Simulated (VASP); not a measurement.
# Zn (Pm-3m) in VASP: notebook

Zn is run at these levels: PBEsol; tasks: relaxation of cell and atoms, single point.

All numbers are computed with VASP 6.6.1; they aren't measurements. Logs are shortened: lines on timing, memory, paths and dates and some standing lists are left out, and cuts for length are marked.

### Step 1. The cell of the first run

The structure is cubic, space group Pm-3m (No. 221). The conventional cell has a = 2.514 Å, b = 2.514 Å, c = 2.514 Å, α = 90.00°, β = 90.00°, γ = 90.00°. Within 3.3 Å of Zn (site symmetry m-3m) lie 6 Zn at 2.51 Å.

This isn't the form of Zn at room conditions, which is hcp.

### Step 2. Relaxation of cell and atoms, PBEsol

Contents of INCAR:

```
SYSTEM = Zn
PREC = Accurate ; ENCUT = 600
EDIFF = 1E-7 ; ISMEAR = 0
SIGMA = 0.1 ; LREAL = .FALSE.
LASPH = .TRUE. ; NELM = 60
ALGO = Normal ; ISIF = 3
LWAVE = .FALSE. ; LCHARG = .FALSE.
GGA = PS ; IBRION = 2
NSW = 90 ; EDIFFG = -0.04
```

Contents of KPOINTS:

```
regular mesh
0
G
  6 6 6
  0 0 0
```

Contents of POSCAR:

```
Zn
1.0
    2.5136999002      0.0000000000      0.0000000000
    0.0000000000      2.5136999002      0.0000000000
    0.0000000000      0.0000000000      2.5136999002
Zn
1
Direct
    0.0000000000      0.0000000000      0.0000000000
```

Potentials or basis: VASP PAW PBE potentials, release 64 (Zn).

On the command line:

```console
$ cat potpaw_PBE.64/Zn/POTCAR > POTCAR
$ mpirun -np 1 vasp_std > vasp.out
```

OUTCAR:

```text
SYSTEM = Zn
   PREC = Accurate
   ENCUT = 600
   EDIFF = 1E-7
   ISMEAR = 0
   LREAL = .FALSE.
   LASPH = .TRUE.
   NELM = 60
   ISIF = 3
   GGA = PS
   IBRION = 2
   NSW = 90
   EDIFFG = -0.04

 ion  position               nearest neighbor table
   1  0.000  0.000  0.000-

  LATTYP: Found a simple cubic cell.
 ALAT       =     2.5136999002

  Lattice vectors:

 A1 = (   2.5136999002,   0.0000000000,   0.0000000000)
 A2 = (   0.0000000000,   2.5136999002,   0.0000000000)
 A3 = (   0.0000000000,   0.0000000000,   2.5136999002)

Analysis of symmetry for initial positions (statically):
=====================================================================
 Subroutine PRICEL returns:
 Original cell was already a primitive cell.

 Routine SETGRP: Setting up the symmetry group for a
 simple cubic supercell.

 Subroutine GETGRP returns: Found 48 space group operations
 (whereof 48 operations were pure point group operations)
 out of a pool of 48 trial point group operations.

The static configuration has the point symmetry O_h .

Analysis of symmetry for dynamics (positions and initial velocities):
=====================================================================
 Subroutine PRICEL returns:
 Original cell was already a primitive cell.

 Routine SETGRP: Setting up the symmetry group for a
 simple cubic supercell.

 Subroutine GETGRP returns: Found 48 space group operations
 (whereof 48 operations were pure point group operations)
 out of a pool of 48 trial point group operations.

The dynamic configuration has the point symmetry O_h .

 Subroutine INISYM returns: Found 48 space group operations
 (whereof 48 operations are pure point group operations),
 and found     1 'primitive' translations

----------------------------------------------------------------------------------------

                                     Primitive cell

  volume of cell :      15.8833

  direct lattice vectors                    reciprocal lattice vectors
     2.513699900  0.000000000  0.000000000     0.397819962  0.000000000  0.000000000
     0.000000000  2.513699900  0.000000000     0.000000000  0.397819962  0.000000000
     0.000000000  0.000000000  2.513699900     0.000000000  0.000000000  0.397819962

  length of vectors
     2.513699900  2.513699900  2.513699900     0.397819962  0.397819962  0.397819962

  position of ions in fractional coordinates (direct lattice)
     0.000000000  0.000000000  0.000000000

  ion indices of the primitive-cell ions
   primitive index   ion index
                 1           1

----------------------------------------------------------------------------------------

 KPOINTS: regular mesh

Automatic generation of k-mesh.
 Grid dimensions read from file:
 generate k-points for:    6    6    6

 Generating k-lattice:

  Cartesian coordinates                     Fractional coordinates (reciprocal lattice)
     0.066303327  0.000000000  0.000000000     0.166666667  0.000000000  0.000000000
     0.000000000  0.066303327  0.000000000     0.000000000  0.166666667  0.000000000
     0.000000000  0.000000000  0.066303327     0.000000000  0.000000000  0.166666667

  Length of vectors
     0.066303327  0.066303327  0.066303327

  Shift w.r.t. Gamma in fractional coordinates (k-lattice)
     0.000000000  0.000000000  0.000000000

 Subroutine IBZKPT returns following result:
 ===========================================

 Found     20 irreducible k-points:

 Following reciprocal coordinates:
            Coordinates               Weight
  0.000000  0.000000  0.000000      1.000000
  0.166667  0.000000  0.000000      6.000000
  0.333333  0.000000  0.000000      6.000000
  0.500000  0.000000  0.000000      3.000000
  0.166667  0.166667  0.000000     12.000000
  0.333333  0.166667  0.000000     24.000000
[... 12 lines left out ...]
  0.500000  0.500000  0.333333      6.000000
  0.500000  0.500000  0.500000      1.000000
   k-points           NKPTS =     20   k-points in BZ     NKDIM =     20   number of bands    NBANDS=     10
   number of dos      NEDOS =    301   number of ions     NIONS =      1
   total plane-waves  NPLWV =   8000
   dimension x,y,z NGX =    20 NGY =   20 NGZ =   20
   dimension x,y,z NGXF=    40 NGYF=   40 NGZF=   40
   ions per type =               1
   NGX,Y,Z   is equivalent  to a cutoff of  13.23, 13.23, 13.23 a.u.
   NGXF,Y,Z  is equivalent  to a cutoff of  26.45, 26.45, 26.45 a.u.
 SYSTEM =  Zn
   PREC   = accura    normal or accurate (medium, high low for compatibility)
   ISTART =      0    job   : 0-new  1-cont  2-samecut
   ICHARG =      2    charge: 1-file 2-atom 10-const
   ISPIN  =      1    spin polarized calculation?
   LNONCOLLINEAR =      F non collinear calculations
   LSORBIT =      F    spin-orbit coupling
   LASPH  =      T    aspherical Exc in radial PAW
   ENCUT  =  600.0 eV  44.10 Ry    6.64 a.u.   5.02  5.02  5.02*2*pi/ulx,y,z
   NELM   =     60;   NELMIN=  2; NELMDL= -5     # of ELM steps
[... 56 lines left out ...]
  -------------------------------------------------------------------------------------
  Total        0.5388710      0.5388710      0.5388710     -0.0000000      0.0000000     -0.0000000
  in kB       54.3569504     54.3569504     54.3569504     -0.0000000      0.0000000     -0.0000000
  external PRESSURE =      54.3569504 kB  Pullay stress =       0.0000000 kB

 VOLUME and BASIS-vectors are now :
 -----------------------------------------------------------------------------
  energy-cutoff  :      600.00
  volume of cell :       15.88
      direct lattice vectors                 reciprocal lattice vectors
     2.513699900  0.000000000  0.000000000     0.397819962  0.000000000  0.000000000
     0.000000000  2.513699900  0.000000000     0.000000000  0.397819962  0.000000000
     0.000000000  0.000000000  2.513699900     0.000000000  0.000000000  0.397819962

 POSITION                                       TOTAL-FORCE (eV/Angst)
 -----------------------------------------------------------------------------------
      0.00000      0.00000      0.00000         0.000000      0.000000      0.000000
 -----------------------------------------------------------------------------------
    total drift:                                0.000000      0.000000      0.000000

  FREE ENERGIE OF THE ION-ELECTRON SYSTEM (eV)
  ---------------------------------------------------
  free  energy   TOTEN  =        -1.2857363519 eV

  energy  without entropy=       -1.2776068162  energy(sigma->0) =       -1.28167158
[... 15 lines left out ...]
 VOLUME and BASIS-vectors are now :
 -----------------------------------------------------------------------------
  energy-cutoff  :      600.00
  volume of cell :       17.15
      direct lattice vectors                 reciprocal lattice vectors
     2.579047465  0.000000000 -0.000000000     0.387740053  0.000000000  0.000000000
    -0.000000000  2.579047465  0.000000000    -0.000000000  0.387740053 -0.000000000
    -0.000000000  0.000000000  2.579047465     0.000000000 -0.000000000  0.387740053

 POSITION                                       TOTAL-FORCE (eV/Angst)
 -----------------------------------------------------------------------------------
      0.00000      0.00000      0.00000        -0.000000      0.000000      0.000000
 -----------------------------------------------------------------------------------
    total drift:                                0.000000      0.000000      0.000000

  FREE ENERGIE OF THE ION-ELECTRON SYSTEM (eV)
  ---------------------------------------------------
  free  energy   TOTEN  =        -1.3119197358 eV

  energy  without entropy=       -1.3083982011  energy(sigma->0) =       -1.31015897

--------------------------------------- Ionic step        3  -------------------------------------------

 number of electron      11.9999972 magnetization

 Free energy of the ion-electron system (eV)
  ---------------------------------------------------
  ext. energy  EPLUGINS =         0.00000000
  ---------------------------------------------------
  free energy    TOTEN  =        -1.31362197 eV

  energy without entropy =       -1.31199466  energy(sigma->0) =       -1.31280832

 E-fermi :   1.4916     XC(G=0): -10.8564

 val. band max:        1.3158509783   @ k =   0.5000   0.3333   0.1667
 cond. band min:       1.5836852038   @ k =   0.5000   0.3333   0.0000
 fundamental gap:      0.2678342255
 Fermi energy:         1.4915526968

 k-point     1 :       0.0000    0.0000    0.0000
  band No.  band energies     occupation
      1      -7.3808      2.00000
      2      -6.1131      2.00000
      3      -6.1131      2.00000
      4      -4.8930      2.00000
      5      -4.8930      2.00000
      6      -4.8930      2.00000
      7      14.2171      0.00000
      8      14.2171      0.00000
      9      14.2171      0.00000
     10      17.1565      0.00000

 k-point     2 :       0.1667    0.0000    0.0000
  band No.  band energies     occupation
      1      -6.7966      2.00000
      2      -6.0802      2.00000
      3      -5.9025      2.00000
      4      -4.9846      2.00000
      5      -4.9846      2.00000
      6      -4.8853      2.00000
      7       9.0082      0.00000
      8      14.9380      0.00000
      9      14.9380      0.00000
     10      17.6213      0.00000

 k-point     3 :       0.3333    0.0000    0.0000
  band No.  band energies     occupation
      1      -6.0708      2.00000
      2      -6.0140      2.00000
      3      -5.1622      2.00000
      4      -5.1622      2.00000
      5      -4.8698      2.00000
      6      -4.3707      2.00000
      7       3.4247      0.00000
      8      16.9211      0.00000
      9      16.9211      0.00000
     10      19.0589      0.00000
[... 232 lines left out ...]
 VOLUME and BASIS-vectors are now :
 -----------------------------------------------------------------------------
  energy-cutoff  :      600.00
  volume of cell :       17.68
      direct lattice vectors                 reciprocal lattice vectors
     2.604901964  0.000000000 -0.000000000     0.383891607  0.000000000  0.000000000
    -0.000000000  2.604901964  0.000000000    -0.000000000  0.383891607 -0.000000000
    -0.000000000  0.000000000  2.604901964     0.000000000 -0.000000000  0.383891607

 POSITION                                       TOTAL-FORCE (eV/Angst)
 -----------------------------------------------------------------------------------
      0.00000      0.00000      0.00000        -0.000000      0.000000      0.000000
 -----------------------------------------------------------------------------------
    total drift:                                0.000000      0.000000      0.000000

  FREE ENERGIE OF THE ION-ELECTRON SYSTEM (eV)
  ---------------------------------------------------
  free  energy   TOTEN  =        -1.3136219693 eV

  energy  without entropy=       -1.3119946634  energy(sigma->0) =       -1.31280832

 reached required accuracy - stopping structural energy minimisation
```

Run time: 8.2 s. Hardware: 1 thread of Intel Xeon Platinum 8259CL at 2.50GHz (Skylake/Cascade Lake), shared host; peak memory 0.12 GiB.

What came out:

| Item | Value |
| --- | --- |
| Free energy | -1.3136 eV |
| Relaxed volume | 17.68 Å³/atom |
| Relaxed cell | a = 2.605 Å, b = 2.605 Å, c = 2.605 Å, α = 90.00°, β = 90.00°, γ = 90.00° |
| Space group after relaxing (to 0.1 Å) | Pm-3m (No. 221) |
| Energy gained by relaxing | 27.9 meV/atom |
| Ionic steps | 3 |
| Pressure after relaxing | -0.3 GPa |
| Band gap on the k mesh | zero (bands 6 and 7 overlap by 8.46 eV) |

The path:
```csv
step,energy change (eV),largest force (eV/Å),pressure (GPa),volume (Å³)
1,0.0000,0.0000,5.44,15.88
2,-0.0262,0.0000,1.32,17.15
3,-0.0279,0.0000,-0.27,17.68
```

Final structure:
```yaml
crystal:
  lattice:
    - [2.60490, 0.00000, 0.00000]
    - [0.00000, 2.60490, 0.00000]
    - [0.00000, 0.00000, 2.60490]
  atoms:
    - { symbol: Zn, position: [0.00000, 0.00000, 0.00000] }
```

Levels at points of the mesh, in eV from the Fermi level:
| k point | band 4 | band 5 | band 6 | band 7 | band 8 | band 9 |
| --- | --- | --- | --- | --- | --- | --- |
| (0.00, 0.00, 0.00) | -6.38 | -6.38 | -6.38 | 12.73 | 12.73 | 12.73 |
| (0.50, 0.00, 0.00) | -6.74 | -6.35 | -2.60 | -2.57 | 17.33 | 17.33 |
| (0.50, 0.50, 0.00) | -6.68 | -6.10 | 1.67 | 1.67 | 2.96 | 6.48 |
| (0.50, 0.50, 0.50) | -6.08 | -6.08 | 5.90 | 5.90 | 5.90 | 10.20 |

Caveat: the k points lie up to 0.40 Å⁻¹ apart in the final cell, too coarse for converged energies and pressures of a metal; the PAW data sets were made with another functional, which shifts forces and pressure a little.

### Step 3. Single point, PBEsol

This run uses another cell than the first one, of 16.87 Å³/atom.

Contents of INCAR:

```
SYSTEM = Zn
ALGO     = Normal         ! electronic algorithm
EDIFF    = 1E-6           ! SCF threshold, eV
ENCUT    = 520            ! plane-wave cutoff, eV
GGA      = PS             ! functional
ISIF     = 2              ! what is computed and relaxed
ISMEAR   = 0              ! smearing method
LASPH    = .True.         ! aspherical terms in the spheres
LCHARG   = .True.         ! write CHGCAR
LELF     = .True.         ! ELF
LREAL    = .False.        ! projectors in reciprocal space
LVHAR    = .True.       
LWAVE    = .False.        ! write WAVECAR
NBANDS   = 12             ! bands
NELM     = 80             ! most SCF steps
PREC     = Accurate       ! precision mode
SIGMA    = 0.1            ! smearing width, eV
```

Contents of KPOINTS:

```
k-points
0
Gamma
  22 22 22
  0 0 0
```

Contents of POSCAR:

```
Zn
1.0
    2.5647118414      0.0000000000      0.0000000000
    0.0000000000      2.5647118414      0.0000000000
    0.0000000000      0.0000000000      2.5647118414
Zn
1
Direct
    0.0000000000      0.0000000000      0.0000000000
```

Potentials or basis: VASP PAW PBE potentials, release 64 (Zn).

On the command line:

```console
$ cat potpaw_PBE.64/Zn/POTCAR > POTCAR
$ mpirun -np 1 vasp_std > vasp.out
```

It took 33 s on 1 thread of Intel Xeon Platinum 8259CL at 2.50GHz (Skylake/Cascade Lake), shared host; peak memory 0.18 GiB.

The run converged. Its results:

```yaml
Free_energy: -1.2989 eV
Pressure: 0.4 GPa
Band_gap_on_the_k_mesh: zero (bands 6 and 7 overlap by 8.62 eV)
```

Levels at points of the mesh, in eV from the Fermi level:
```
           k point  band 2  band 3  band 4  band 5  band 6  band 7  band 8  band 9  band 10  band 11
(0.00, 0.00, 0.00)   -8.05   -8.05   -6.72   -6.72   -6.72   12.87   12.87   12.87    15.84    15.84
(0.50, 0.00, 0.00)   -7.85   -7.11   -7.11   -6.69   -3.05   -2.80   17.71   17.71    20.06    20.07
(0.50, 0.50, 0.00)   -7.70   -7.04   -7.04   -6.42    1.41    1.41    2.99    6.33    23.11    24.56
(0.50, 0.50, 0.50)   -7.76   -7.76   -6.40   -6.40    5.83    5.83    5.83   10.69    11.06    11.06
```

Caveat: the PAW data sets were made with another functional, which shifts forces and pressure a little.

### Step 4. Relaxation of cell and atoms, PBEsol

This run uses another cell than the first one, of 17.54 Å³/atom.

Contents of INCAR:

```
ALGO = Normal
EDIFF = 1E-6
EDIFFG = -0.01
ENCUT = 600
GGA = PS
IBRION = 2
ISIF = 3
ISMEAR = 0
LASPH = T
LCHARG = F
LREAL = F
LWAVE = F
NELM = 100
NSW = 100
PREC = Accurate
SIGMA = 0.1
```

Contents of KPOINTS:

```
k-points
0
Gamma
  22 22 22
```

Contents of POSCAR:

```
Zn
1.0
    2.5980800019      0.0000000000      0.0000000000
    0.0000000000      2.5980800019      0.0000000000
    0.0000000000      0.0000000000      2.5980800019
Zn
1
Direct
    0.0000000000      0.0000000000      0.0000000000
```

On the command line:

```console
$ cat potpaw_PBE.64/Zn/POTCAR > POTCAR
$ mpirun -np 1 vasp_std > vasp.out
```

Wall time 98 s (1 thread of Intel Xeon Platinum 8259CL at 2.50GHz (Skylake/Cascade Lake), shared host); peak memory 0.21 GiB.

The run converged. Its results:

| Property | Result |
| --- | --- |
| Free energy | -1.2991 eV |
| Relaxed volume | 16.95 Å³/atom |
| Relaxed cell | a = 2.569 Å, b = 2.569 Å, c = 2.569 Å, α = 90.00°, β = 90.00°, γ = 90.00° |
| Space group after relaxing (to 0.1 Å) | Pm-3m (No. 221) |
| Energy gained by relaxing | 3.9 meV/atom |
| Ionic steps | 5 |
| Pressure after relaxing | -0.1 GPa |
| Band gap on the k mesh | zero (bands 6 and 7 overlap by 8.61 eV) |

The path:
| step | energy change (eV) | largest force (eV/Å) | pressure (GPa) | volume (Å³) |
| --- | --- | --- | --- | --- |
| 1 | 0.0000 | 0.0000 | -1.84 | 17.54 |
| 2 | -0.0038 | 0.0000 | -0.25 | 17.03 |
| 3 | -0.0038 | 0.0000 | -0.14 | 16.98 |
| 4 | -0.0039 | 0.0000 | 0.25 | 16.89 |
| 5 | -0.0039 | 0.0000 | -0.06 | 16.95 |

Final structure:
```
CELL_PARAMETERS angstrom
2.56864 0.00000 0.00000
0.00000 2.56864 0.00000
0.00000 0.00000 2.56864
ATOMIC_POSITIONS crystal
Zn 0.00000 0.00000 0.00000
```

Levels at points of the mesh, in eV from the Fermi level:
```
           k point  band 2  band 3  band 4  band 5  band 6  band 7  band 8  band 9  band 10
(0.00, 0.00, 0.00)   -8.04   -8.04   -6.72   -6.72   -6.72   12.83   12.83   12.83    15.79
(0.50, 0.00, 0.00)   -7.83   -7.10   -7.10   -6.69   -3.03   -2.80   17.65   17.65    20.02
(0.50, 0.50, 0.00)   -7.69   -7.04   -7.04   -6.42    1.41    1.41    2.96    6.32    23.01
(0.50, 0.50, 0.50)   -7.74   -7.74   -6.40   -6.40    5.81    5.81    5.81   10.61    11.12
```

Caveat: the PAW data sets were made with another functional, which shifts forces and pressure a little.

### Step 5. Overview

| task | cell | k mesh | cutoff (eV) | gap on the mesh (eV) | pressure (GPa) | relaxed volume (Å³/atom) |
| --- | --- | --- | --- | --- | --- | --- |
| relaxation of cell and atoms | relaxed from a = 2.514 Å, 1 atom | 6 × 6 × 6 | 600 | none | -0.3 | 17.68 |
| single point | a = 2.565 Å, 1 atom | 22 × 22 × 22 | 520 | none | 0.4 | - |
| relaxation of cell and atoms | relaxed from a = 2.598 Å, 1 atom | 22 × 22 × 22 | 600 | none | -0.1 | 16.95 |

Alike in all rows: level PBEsol; potentials or basis VASP PAW PBE potentials, release 64 (Zn); no spin polarisation; smearing gaussian 0.1 eV.

Caveats: some runs use coarse meshes; the PAW data sets were made with another functional, which shifts forces and pressure a little.

Total energies depend on the potentials used, so only differences within one code and one set of settings carry meaning.
